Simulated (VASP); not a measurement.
# CuF (P6_3/mmc) in VASP: single point with PBEsol

Aim: the single point of CuF with PBEsol.

Program: VASP 6.6.1. These are calculated values, not measurements. Logs are shortened: lines on timing, memory, paths and dates and some standing lists are left out, and cuts for length are marked.

## (1) The cell of the first run

The structure is hexagonal, space group P6_3/mmc (No. 194). The conventional cell has a = 3.489 Å, b = 3.489 Å, c = 5.104 Å, α = 90.00°, β = 90.00°, γ = 120.00°. Cu (site symmetry -6m2) has 5 F at 2.01 to 2.55 Å within 2.7 Å. Within 2.7 Å of F (site symmetry -6m2) lie 5 Cu at 2.01 to 2.55 Å.

## (2) Single point, PBEsol

Input file INCAR:

```
PREC     = Accurate       # precision mode
ENCUT    = 1350           # plane-wave cutoff, eV
EDIFF    = 1E-6           # SCF threshold, eV
ISMEAR   = -1             # smearing method
SIGMA    = 0.02           # smearing width, eV
LREAL    = False          # projectors in reciprocal space
LASPH    = True           # aspherical terms in the spheres
NELM     = 120            # most SCF steps
ALGO     = Normal         # electronic algorithm
ISIF     = 2              # what is computed and relaxed
LWAVE    = False          # write WAVECAR
LCHARG   = False          # write CHGCAR
GGA      = PS             # functional
NBANDS   = 34             # bands
GGA_COMPAT= False
```

Input file KPOINTS:

```
regular mesh
0
Gamma
  12 12 4
```

Input file POSCAR:

```
CuF
1.0
    3.4893758966      0.0000000000      0.0000000000
   -1.7446879483      3.0218881699      0.0000000000
    0.0000000000      0.0000000000      5.1035353539
Cu F
2 2
Direct
    0.3333333333      0.6666666667      0.2500000000
    0.6666666667      0.3333333333      0.7500000000
    0.6666666667      0.3333333333      0.2500000000
    0.3333333333      0.6666666667      0.7500000000
```

Potentials or basis: VASP PAW PBE potentials, release 64 (Cu_sv_GW, F_h).

Run with:

```bash
$ cat potpaw_PBE.64/Cu_sv_GW/POTCAR potpaw_PBE.64/F_h/POTCAR > POTCAR
$ mpirun -np 1 vasp_std > vasp.out
```

OUTCAR:

```text
PREC = Accurate
   ENCUT = 1350
   EDIFF = 1E-6
   ISMEAR = -1
   LREAL = False
   LASPH = True
   NELM = 120
   ISIF = 2
   GGA = PS

 ion  position               nearest neighbor table
   1  0.333  0.667  0.250-   3 2.01   3 2.01   3 2.01
   2  0.667  0.333  0.750-   4 2.01   4 2.01   4 2.01
   3  0.667  0.333  0.250-   1 2.01   1 2.01   1 2.01
   4  0.333  0.667  0.750-   2 2.01   2 2.01   2 2.01

  LATTYP: Found a hexagonal cell.
 ALAT       =     3.4893758966
 C/A-ratio  =     1.4625925968

  Lattice vectors:

 A1 = (   3.4893758966,   0.0000000000,   0.0000000000)
 A2 = (  -1.7446879483,   3.0218881699,   0.0000000000)
 A3 = (   0.0000000000,   0.0000000000,   5.1035353539)

Analysis of symmetry for initial positions (statically):
=====================================================================
 Subroutine PRICEL returns:
 Original cell was already a primitive cell.

 Routine SETGRP: Setting up the symmetry group for a
 hexagonal supercell.

 Subroutine GETGRP returns: Found 24 space group operations
 (whereof 12 operations were pure point group operations)
 out of a pool of 24 trial point group operations.

The static configuration has the point symmetry D_3d.
 The point group associated with its full space group is D_6h.

Analysis of symmetry for dynamics (positions and initial velocities):
=====================================================================
 Subroutine PRICEL returns:
 Original cell was already a primitive cell.

 Routine SETGRP: Setting up the symmetry group for a
 hexagonal supercell.

 Subroutine GETGRP returns: Found 24 space group operations
 (whereof 12 operations were pure point group operations)
 out of a pool of 24 trial point group operations.

The dynamic configuration has the point symmetry D_3d.
 The point group associated with its full space group is D_6h.

 Subroutine INISYM returns: Found 24 space group operations
 (whereof 12 operations are pure point group operations),
 and found     1 'primitive' translations

----------------------------------------------------------------------------------------

                                     Primitive cell

  volume of cell :      53.8142

  direct lattice vectors                    reciprocal lattice vectors
     3.489375897  0.000000000  0.000000000     0.286584200  0.165459465  0.000000000
    -1.744687948  3.021888170  0.000000000     0.000000000  0.330918930  0.000000000
     0.000000000  0.000000000  5.103535354     0.000000000  0.000000000  0.195942603

  length of vectors
     3.489375897  3.489375897  5.103535354     0.330918930  0.330918930  0.195942603

  position of ions in fractional coordinates (direct lattice)
     0.333333333  0.666666667  0.250000000
     0.666666667  0.333333333  0.750000000
     0.666666667  0.333333333  0.250000000
     0.333333333  0.666666667  0.750000000

  ion indices of the primitive-cell ions
   primitive index   ion index
                 1           1
                 2           2
                 3           3
                 4           4

----------------------------------------------------------------------------------------

 KPOINTS: regular mesh

Automatic generation of k-mesh.
 Grid dimensions read from file:
 generate k-points for:   12   12    4

 Generating k-lattice:

  Cartesian coordinates                     Fractional coordinates (reciprocal lattice)
     0.023882017  0.013788289  0.000000000     0.083333333  0.000000000  0.000000000
     0.000000000  0.027576578  0.000000000     0.000000000  0.083333333  0.000000000
     0.000000000  0.000000000  0.048985651     0.000000000  0.000000000  0.250000000

  Length of vectors
     0.027576578  0.027576578  0.048985651

  Shift w.r.t. Gamma in fractional coordinates (k-lattice)
     0.000000000  0.000000000  0.000000000

 Subroutine IBZKPT returns following result:
 ===========================================

 Found     57 irreducible k-points:

 Following reciprocal coordinates:
            Coordinates               Weight
  0.000000  0.000000  0.000000      1.000000
  0.083333 -0.000000  0.000000      6.000000
  0.166667 -0.000000  0.000000      6.000000
  0.250000 -0.000000  0.000000      6.000000
  0.333333  0.000000  0.000000      6.000000
  0.416667 -0.000000  0.000000      6.000000
[... 16 lines left out ...]
  0.250000 -0.000000  0.250000     12.000000
  0.333333  0.000000  0.250000     12.000000
 [... further k-points ...]
   k-points           NKPTS =     57   k-points in BZ     NKDIM =     57   number of bands    NBANDS=     34
   number of dos      NEDOS =    301   number of ions     NIONS =      4
   total plane-waves  NPLWV = 112896
   dimension x,y,z NGX =    42 NGY =   42 NGZ =   64
   dimension x,y,z NGXF=    84 NGYF=   84 NGZF=  128
   ions per type =               2   2
   NGX,Y,Z   is equivalent  to a cutoff of  20.01, 20.01, 20.85 a.u.
   NGXF,Y,Z  is equivalent  to a cutoff of  40.02, 40.02, 41.70 a.u.
 SYSTEM =  unknown system
   PREC   = accura    normal or accurate (medium, high low for compatibility)
   ISTART =      0    job   : 0-new  1-cont  2-samecut
   ICHARG =      2    charge: 1-file 2-atom 10-const
   ISPIN  =      1    spin polarized calculation?
   LNONCOLLINEAR =      F non collinear calculations
   LSORBIT =      F    spin-orbit coupling
   LASPH  =      T    aspherical Exc in radial PAW
   ENCUT  = 1350.0 eV  99.22 Ry    9.96 a.u.  10.45 10.45 15.29*2*pi/ulx,y,z
   NELM   =    120;   NELMIN=  2; NELMDL= -5     # of ELM steps
   EDIFF  = 0.1E-05   stopping-criterion for ELM
   LREAL  =      F    real-space projection
   EDIFFG = 0.1E-04   stopping-criterion for IOM
   NSW    =      0    number of steps for IOM
   IBRION =     -1    ionic relax: 0-MD 1-quasi-New 2-CG
   NFREE  =      0    steps in history (QN), initial steepest desc. (CG)
   ISIF   =      2    stress and relaxation
   ISYM   =      2    0-nonsym 1-usesym 2-fastsym
   POTIM  = 0.5000    time-step for ionic-motion
   TEBEG  =    0.0;   TEEND  =   0.0 temperature during run
   PSTRESS=    0.0 pullay stress
   NELECT =      52.0000    total number of electrons
   NUPDOWN=      -1.0000    fix difference up-down
   EMIN   =  10.00;   EMAX   =-10.00  energy-range for DOS
   EFERMI =   0.00;   METHOD = LEGACY
   ISMEAR =    -1;   SIGMA  =   0.02  broadening in eV -4-tet -1-fermi 0-gaus
   EFERMI_NEDOS =   21; number of points for ismear=-14 and -15
   IALGO  =     38    algorithm
   IMIX   =      4    mixing-type and parameters
     AMIX     =   0.40;   BMIX     =  1.00
     AMIX_MAG =   1.60;   BMIX_MAG =  1.00
  volume/ion in A,a.u.               =      13.45        90.79
  Fermi-wavevector in a.u.,A,eV,Ry     =   1.618491  3.058504 35.640623  2.619512
  Thomas-Fermi vector in A             =   2.712745
   LORBIT       =      0    0 simple, 1 ext, 2 COOP (PROOUT), +10 PAW based schemes
   GGA     = PS    functional components
   LHFCALC =     F    Hartree Fock is set to
   AEXX    =    0.0000 exact exchange contribution
   IVDW    =     0    specifies the selected vdW correction
   LEPSILON=     F    determine dielectric tensor
   LRPA    =     F    only Hartree local field effects (RPA)
 non-spin polarized calculation
  energy-cutoff  :     1350.00
  volume of cell :       53.81
 maximum number of plane-waves:      6139
 NGX is ok and might be reduce to    42
   NGX = 21   NGY = 21   NGZ = 31

 number of electron      52.0000004 magnetization

 Free energy of the ion-electron system (eV)
  ---------------------------------------------------
  ext. energy  EPLUGINS =         0.00000000
  ---------------------------------------------------
  free energy    TOTEN  =       -15.50279753 eV

  energy without entropy =      -15.49771699  energy(sigma->0) =      -15.50025726

 E-fermi :   3.4992     XC(G=0): -10.6317

 val. band max:        3.4946703201   @ k =   0.0833  -0.0000   0.0000
 cond. band min:       3.5117702459   @ k =   0.0000   0.0000   0.0000
 fundamental gap:      0.0170999258
 Fermi energy:         3.4991900532

 k-point     1 :       0.0000    0.0000    0.0000
  band No.  band energies     occupation
      1    -106.9739      2.00000
      2    -106.9736      2.00000
      3     -64.6023      2.00000
      4     -64.5977      2.00000
      5     -64.5453      2.00000
      6     -64.5453      2.00000
[... 26 lines left out ...]
     33      15.4736      0.00000
     34      17.7701      0.00000

 k-point     2 :       0.0833   -0.0000    0.0000
  band No.  band energies     occupation
      1    -106.9739      2.00000
      2    -106.9736      2.00000
      3     -64.6022      2.00000
      4     -64.5978      2.00000
      5     -64.5455      2.00000
      6     -64.5454      2.00000
[... 26 lines left out ...]
     33      15.8496      0.00000
     34      18.2460      0.00000

 k-point     3 :       0.1667   -0.0000    0.0000
  band No.  band energies     occupation
      1    -106.9739      2.00000
      2    -106.9736      2.00000
      3     -64.6020      2.00000
      4     -64.5980      2.00000
      5     -64.5458      2.00000
      6     -64.5455      2.00000
[... 26 lines left out ...]
     33      16.4088      0.00000
     34      16.5701      0.00000
[... 704 lines left out ...]
 k-point    23 :       0.2500   -0.0000    0.2500
  band No.  band energies     occupation
      1    -106.9738      2.00000
      2    -106.9737      2.00000
      3     -64.6012      2.00000
      4     -64.5987      2.00000
      5     -64.5461      2.00000
      6     -64.5455      2.00000
[... 26 lines left out ...]
     33      14.7233      0.00000
     34      16.1414      0.00000

 k-point    24 :       0.3333    0.0000    0.2500
  band No.  band energies     occupation
      1    -106.9738      2.00000
      2    -106.9737      2.00000
      3     -64.6009      2.00000
      4     -64.5990      2.00000
      5     -64.5465      2.00000
      6     -64.5459      2.00000
[... 26 lines left out ...]
     33      14.4147      0.00000
     34      16.3587      0.00000

 [... further k-points ...]

------------------------ aborting loop because EDIFF is reached ----------------------------------------

  FORCE on cell =-STRESS in cart. coord.  units (eV):
  Direction    XX          YY          ZZ          XY          YZ          ZX
  --------------------------------------------------------------------------------------
  -------------------------------------------------------------------------------------
  Total       -0.0443527     -0.0443527     -0.0938775      0.0000000      0.0000000      0.0000000
  in kB       -1.3204851     -1.3204851     -2.7949544      0.0000000      0.0000000      0.0000000
  external PRESSURE =      -1.8119749 kB  Pullay stress =       0.0000000 kB

 VOLUME and BASIS-vectors are now :
 -----------------------------------------------------------------------------
  energy-cutoff  :     1350.00
  volume of cell :       53.81
      direct lattice vectors                 reciprocal lattice vectors
     3.489375897  0.000000000  0.000000000     0.286584200  0.165459465  0.000000000
    -1.744687948  3.021888170  0.000000000     0.000000000  0.330918930  0.000000000
     0.000000000  0.000000000  5.103535354     0.000000000  0.000000000  0.195942603

 POSITION                                       TOTAL-FORCE (eV/Angst)
 -----------------------------------------------------------------------------------
     -0.00000      2.01459      1.27588        -0.000000     -0.000000     -0.000000
      1.74469      1.00730      3.82765         0.000000      0.000000      0.000000
      1.74469      1.00730      1.27588        -0.000000     -0.000000      0.000000
     -0.00000      2.01459      3.82765        -0.000000      0.000000      0.000000
 -----------------------------------------------------------------------------------
    total drift:                               -0.000000      0.000000     -0.000000

  FREE ENERGIE OF THE ION-ELECTRON SYSTEM (eV)
  ---------------------------------------------------
  free  energy   TOTEN  =       -15.5027975265 eV

  energy  without entropy=      -15.4977169852  energy(sigma->0) =      -15.50025726
```

Wall time 5.3 min (1 thread of Intel Xeon 6975P-C (Granite Rapids), shared host); peak memory 0.62 GiB.

Results:

* Free energy: -15.5028 eV
* Pressure: -0.2 GPa
* Band gap on the k mesh: zero (bands 26 and 27 overlap by 0.05 eV)

Stress tensor (GPa, compression positive):
```
-0.13  0.00  0.00
 0.00 -0.13  0.00
 0.00  0.00 -0.28
```

Levels at points of the mesh, in eV from the Fermi level:
```csv
k point,band 22,band 23,band 24,band 25,band 26,band 27,band 28,band 29,band 30,band 31
"(0.00, 0.00, 0.00)",-0.87,-0.86,0.01,0.01,0.03,0.03,3.63,4.98,11.34,11.34
"(0.50, 0.00, 0.00)",-0.85,-0.80,-0.69,-0.68,-0.56,3.23,4.03,6.60,7.38,7.60
"(0.00, 0.00, 0.50)",-0.84,0.02,0.02,0.02,0.02,0.49,0.49,9.27,9.27,11.37
"(0.50, 0.00, 0.50)",-0.85,-0.61,-0.61,-0.56,-0.56,3.99,3.99,5.18,5.18,9.61
```

Caveat: semilocal functionals underestimate gaps, and a narrow one can read as zero; the PAW data sets were made with another functional, which shifts forces and pressure a little. With open d or f shells a metallic result of PBEsol can be an artefact of self-interaction; +U or a hybrid may open a gap.
